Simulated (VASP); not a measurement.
# CuGe3 (Pm-3m) in VASP: further runs

CuGe3 is run at these levels: PBE; tasks: single point, relaxation of cell and atoms.

All numbers are computed with VASP 6.6.1; they aren't measurements. Logs are shortened: lines on timing, memory, paths and dates and some standing lists are left out, and cuts for length are marked.

## 1. The cell of the first run

Symmetry: Pm-3m, No. 221, cubic system. The conventional cell has a = 4.112 Å, b = 4.112 Å, c = 4.112 Å, α = 90.00°, β = 90.00°, γ = 90.00°. Within 3.8 Å of Cu (site symmetry m-3m) lie 12 Ge at 2.91 Å. Ge (site symmetry 4/mmm) has 4 Cu at 2.91 Å and 8 Ge at 2.91 Å within 3.8 Å.

## 2. Single point, PBE

INCAR reads:

```
SYSTEM = CuGe3
  PREC = Accurate
  ENCUT = 520
  EDIFF = 1E-6
  ISMEAR = 0
  SIGMA = 0.1
  LREAL = .False.
  LASPH = .True.
  NELM = 100
  ALGO = Normal
  ISIF = 2
  LWAVE = .False.
  LCHARG = .False.
  GGA = PE
  NBANDS = 34
```

KPOINTS reads:

```
Automatic mesh
0
Gamma
  4 4 4
  0 0 0
```

POSCAR reads:

```
CuGe3
1.0
    4.1121466460      0.0000000000      0.0000000000
    0.0000000000      4.1121466460      0.0000000000
    0.0000000000      0.0000000000      4.1121466460
Cu Ge
1 3
Direct
    0.0000000000      0.0000000000      0.0000000000
    0.0000000000      0.5000000000      0.5000000000
    0.5000000000      0.0000000000      0.5000000000
    0.5000000000      0.5000000000      0.0000000000
```

Potentials or basis: VASP PAW PBE potentials, release 64 (Cu, Ge_d).

Run with:

```console
$ cat potpaw_PBE.64/Cu/POTCAR potpaw_PBE.64/Ge_d/POTCAR > POTCAR
$ mpirun -np 1 vasp_std > vasp.out
```

OUTCAR:

```text
SYSTEM = CuGe3
   PREC = Accurate
   ENCUT = 520
   EDIFF = 1E-6
   ISMEAR = 0
   LREAL = .False.
   LASPH = .True.
   NELM = 100
   ISIF = 2
   GGA = PE

 ion  position               nearest neighbor table
   1  0.000  0.000  0.000-
   2  0.000  0.500  0.500-   3 2.91   4 2.91   4 2.91   3 2.91   3 2.91   4 2.91   4 2.91   3 2.91

   3  0.500  0.000  0.500-   2 2.91   4 2.91   4 2.91   2 2.91   4 2.91   4 2.91   2 2.91   2 2.91

   4  0.500  0.500  0.000-   2 2.91   3 2.91   2 2.91   3 2.91   3 2.91   3 2.91   2 2.91   2 2.91

  LATTYP: Found a simple cubic cell.
 ALAT       =     4.1121466460

  Lattice vectors:

 A1 = (   4.1121466460,   0.0000000000,   0.0000000000)
 A2 = (   0.0000000000,   4.1121466460,   0.0000000000)
 A3 = (   0.0000000000,   0.0000000000,   4.1121466460)

Analysis of symmetry for initial positions (statically):
=====================================================================
 Subroutine PRICEL returns:
 Original cell was already a primitive cell.

 Routine SETGRP: Setting up the symmetry group for a
 simple cubic supercell.

 Subroutine GETGRP returns: Found 48 space group operations
 (whereof 48 operations were pure point group operations)
 out of a pool of 48 trial point group operations.

The static configuration has the point symmetry O_h .

Analysis of symmetry for dynamics (positions and initial velocities):
=====================================================================
 Subroutine PRICEL returns:
 Original cell was already a primitive cell.

 Routine SETGRP: Setting up the symmetry group for a
 simple cubic supercell.

 Subroutine GETGRP returns: Found 48 space group operations
 (whereof 48 operations were pure point group operations)
 out of a pool of 48 trial point group operations.

The dynamic configuration has the point symmetry O_h .

 Subroutine INISYM returns: Found 48 space group operations
 (whereof 48 operations are pure point group operations),
 and found     1 'primitive' translations

----------------------------------------------------------------------------------------

                                     Primitive cell

  volume of cell :      69.5354

  direct lattice vectors                    reciprocal lattice vectors
[... 71 lines left out ...]
   LNONCOLLINEAR =      F non collinear calculations
   LSORBIT =      F    spin-orbit coupling
   LASPH  =      T    aspherical Exc in radial PAW
   ENCUT  =  520.0 eV  38.22 Ry    6.18 a.u.   7.65  7.65  7.65*2*pi/ulx,y,z
   NELM   =    100;   NELMIN=  2; NELMDL= -5     # of ELM steps
   EDIFF  = 0.1E-05   stopping-criterion for ELM
   LREAL  =      F    real-space projection
   EDIFFG = 0.1E-04   stopping-criterion for IOM
   NSW    =      0    number of steps for IOM
   IBRION =     -1    ionic relax: 0-MD 1-quasi-New 2-CG
   NFREE  =      0    steps in history (QN), initial steepest desc. (CG)
   ISIF   =      2    stress and relaxation
   ISYM   =      2    0-nonsym 1-usesym 2-fastsym
   POTIM  = 0.5000    time-step for ionic-motion
   TEBEG  =    0.0;   TEEND  =   0.0 temperature during run
   PSTRESS=    0.0 pullay stress
   NELECT =      53.0000    total number of electrons
   NUPDOWN=      -1.0000    fix difference up-down
   EMIN   =  10.00;   EMAX   =-10.00  energy-range for DOS
   EFERMI =   0.00;   METHOD = LEGACY
   ISMEAR =     0;   SIGMA  =   0.10  broadening in eV -4-tet -1-fermi 0-gaus
   EFERMI_NEDOS =   21; number of points for ismear=-14 and -15
   IALGO  =     38    algorithm
   IMIX   =      4    mixing-type and parameters
     AMIX     =   0.40;   BMIX     =  1.00
     AMIX_MAG =   1.60;   BMIX_MAG =  1.00
  volume/ion in A,a.u.               =      17.38       117.31
  Fermi-wavevector in a.u.,A,eV,Ry     =   1.495426  2.825945 30.426685  2.236298
  Thomas-Fermi vector in A             =   2.607572
   LORBIT       =      0    0 simple, 1 ext, 2 COOP (PROOUT), +10 PAW based schemes
   GGA     = PE    functional components
   LHFCALC =     F    Hartree Fock is set to
   AEXX    =    0.0000 exact exchange contribution
   IVDW    =     0    specifies the selected vdW correction
   LEPSILON=     F    determine dielectric tensor
   LRPA    =     F    only Hartree local field effects (RPA)
 non-spin polarized calculation
 Gauss-broadening in eV      SIGMA  =   0.10
  energy-cutoff  :      520.00
  volume of cell :       69.54
 maximum number of plane-waves:      1888
 NGX is ok and might be reduce to    32
   NGX = 15   NGY = 15   NGZ = 15

 number of electron      52.9999968 magnetization

 Free energy of the ion-electron system (eV)
  ---------------------------------------------------
  ext. energy  EPLUGINS =         0.00000000
  ---------------------------------------------------
  free energy    TOTEN  =       -16.09015244 eV

  energy without entropy =      -16.08976602  energy(sigma->0) =      -16.08995923

 E-fermi :   6.8464     XC(G=0): -11.4624

 val. band max:        6.7073001430   @ k =   0.0000   0.0000   0.0000
 cond. band min:       7.0381206230   @ k =   0.5000   0.5000   0.0000
 fundamental gap:      0.3308204800
 Fermi energy:         6.8464292256

 k-point     1 :       0.0000    0.0000    0.0000
  band No.  band energies     occupation
      1     -17.9193      2.00000
      2     -17.9193      2.00000
      3     -17.9193      2.00000
      4     -17.8966      2.00000
      5     -17.8768      2.00000
      6     -17.8768      2.00000
[... 359 lines left out ...]
     33      14.7318      0.00000
     34      19.3042      0.00000

------------------------ aborting loop because EDIFF is reached ----------------------------------------

  FORCE on cell =-STRESS in cart. coord.  units (eV):
  Direction    XX          YY          ZZ          XY          YZ          ZX
  --------------------------------------------------------------------------------------
  -------------------------------------------------------------------------------------
  Total       -0.0516229     -0.0516229     -0.0516229     -0.0000000      0.0000000     -0.0000000
  in kB       -1.1894532     -1.1894532     -1.1894532     -0.0000000      0.0000000     -0.0000000
  external PRESSURE =      -1.1894532 kB  Pullay stress =       0.0000000 kB

 VOLUME and BASIS-vectors are now :
 -----------------------------------------------------------------------------
  energy-cutoff  :      520.00
  volume of cell :       69.54
      direct lattice vectors                 reciprocal lattice vectors
     4.112146646  0.000000000  0.000000000     0.243181989  0.000000000  0.000000000
     0.000000000  4.112146646  0.000000000     0.000000000  0.243181989  0.000000000
     0.000000000  0.000000000  4.112146646     0.000000000  0.000000000  0.243181989

 POSITION                                       TOTAL-FORCE (eV/Angst)
 -----------------------------------------------------------------------------------
      0.00000      0.00000      0.00000         0.000000      0.000000      0.000000
      0.00000      2.05607      2.05607         0.000000      0.000000      0.000000
      2.05607      0.00000      2.05607         0.000000      0.000000      0.000000
      2.05607      2.05607      0.00000         0.000000      0.000000      0.000000
 -----------------------------------------------------------------------------------
    total drift:                                0.000000     -0.000000     -0.000000

  FREE ENERGIE OF THE ION-ELECTRON SYSTEM (eV)
  ---------------------------------------------------
  free  energy   TOTEN  =       -16.0901524376 eV

  energy  without entropy=      -16.0897660165  energy(sigma->0) =      -16.08995923
```

stdout:

```text
POSCAR found type information on POSCAR CuGe
 POSCAR found :  2 types and       4 ions
 scaLAPACK will be used
 LDA part: xc-table for (Slater+PW92), standard interpolation
 POSCAR, INCAR and KPOINTS ok, starting setup
 FFT: planning ... GRIDC
 FFT: planning ... GRID_SOFT
 FFT: planning ... GRID
 WAVECAR not read
 entering main loop
```

Wall time 15 s (1 thread of Intel Xeon 6975P-C (Granite Rapids), shared host); peak memory 0.17 GiB.

Results:

| Quantity | Value |
| --- | --- |
| Free energy | -16.0902 eV |
| Pressure | -0.1 GPa |

Caveat: the k points lie up to 0.38 Å⁻¹ apart.

## 3. Relaxation of cell and atoms, PBE

This run uses another cell than the first one, of 16.13 Å³/atom, 0.928 times its volume.

INCAR reads:

```
SYSTEM = CuGe3
ALGO = Normal
EDIFF = 1E-7
EDIFFG = -0.04
ENCUT = 600
GGA = PE
IBRION = 2
ISIF = 3
ISMEAR = 0
LASPH = .True.
LCHARG = .False.
LREAL = .False.
LWAVE = .False.
NELM = 80
NSW = 90
PREC = Accurate
SIGMA = 0.1
```

KPOINTS reads:

```
k-points
0
Gamma
  4 4 4
  0 0 0
```

POSCAR reads:

```
CuGe3
1.0
    4.0105650627      0.0000000000      0.0000000000
    0.0000000000      4.0105650627      0.0000000000
    0.0000000000      0.0000000000      4.0105650627
Cu Ge
1 3
Direct
    0.0000000000      0.0000000000      0.0000000000
    0.0000000000      0.5000000000      0.5000000000
    0.5000000000      0.0000000000      0.5000000000
    0.5000000000      0.5000000000      0.0000000000
```

Potentials or basis: VASP PAW PBE potentials, release 64 (Cu, Ge_d).

Run with:

```console
$ cat potpaw_PBE.64/Cu/POTCAR potpaw_PBE.64/Ge_d/POTCAR > POTCAR
$ mpirun -np 1 vasp_std > vasp.out
```

Run time: 41 s. Hardware: 1 thread of Intel Xeon 6975P-C (Granite Rapids), shared host; peak memory 0.18 GiB.

The run converged. Its results:

```
Free energy                            : -16.0899 eV
Relaxed volume                         : 17.38 Å³/atom
Relaxed cell                           : a = 4.112 Å, b = 4.112 Å, c = 4.112 Å, α = 90.00°, β = 90.00°, γ = 90.00°
Space group after relaxing (to 0.05 Å) : Pm-3m (No. 221)
Energy gained by relaxing              : 25.2 meV/atom
Ionic steps                            : 3
Pressure after relaxing                : 0.0 GPa
```

Step by step:
```tsv
step	energy change (eV)	largest force (eV/Å)	pressure (GPa)	volume (Å³)
1	0.0000	0.0000	6.82	64.51
2	-0.0918	0.0000	-1.72	71.13
3	-0.1007	0.0000	-0.01	69.51
```

Final structure:
```cif
data_structure
_symmetry_space_group_name_H-M 'P 1'
_symmetry_Int_Tables_number 1
_cell_length_a 4.1117
_cell_length_b 4.1117
_cell_length_c 4.1117
_cell_angle_alpha 90.000
_cell_angle_beta 90.000
_cell_angle_gamma 90.000
_cell_volume 69.51
loop_
_atom_site_label
_atom_site_type_symbol
_atom_site_fract_x
_atom_site_fract_y
_atom_site_fract_z
_atom_site_occupancy
Cu1 Cu 0.00000 0.00000 0.00000 1
Ge1 Ge 0.00000 0.50000 0.50000 1
Ge2 Ge 0.50000 0.00000 0.50000 1
Ge3 Ge 0.50000 0.50000 0.00000 1
```

Levels at points of the mesh, in eV from the Fermi level:
```csv
k point,band 24,band 25,band 26,band 27,band 28,band 29,band 30,band 31
"(0.00, 0.00, 0.00)",-2.78,-2.24,-2.24,-0.14,3.19,3.19,3.19,5.25
"(0.50, 0.00, 0.00)",-0.93,-0.93,-0.55,-0.55,-0.39,0.76,1.27,5.68
"(0.50, 0.50, 0.00)",-2.51,-0.22,0.19,0.86,0.86,1.33,1.33,3.97
"(0.50, 0.50, 0.50)",-2.64,-2.33,-2.33,-2.33,-1.69,7.70,7.70,7.89
```

Caveat: the k points lie up to 0.38 Å⁻¹ apart in the final cell.
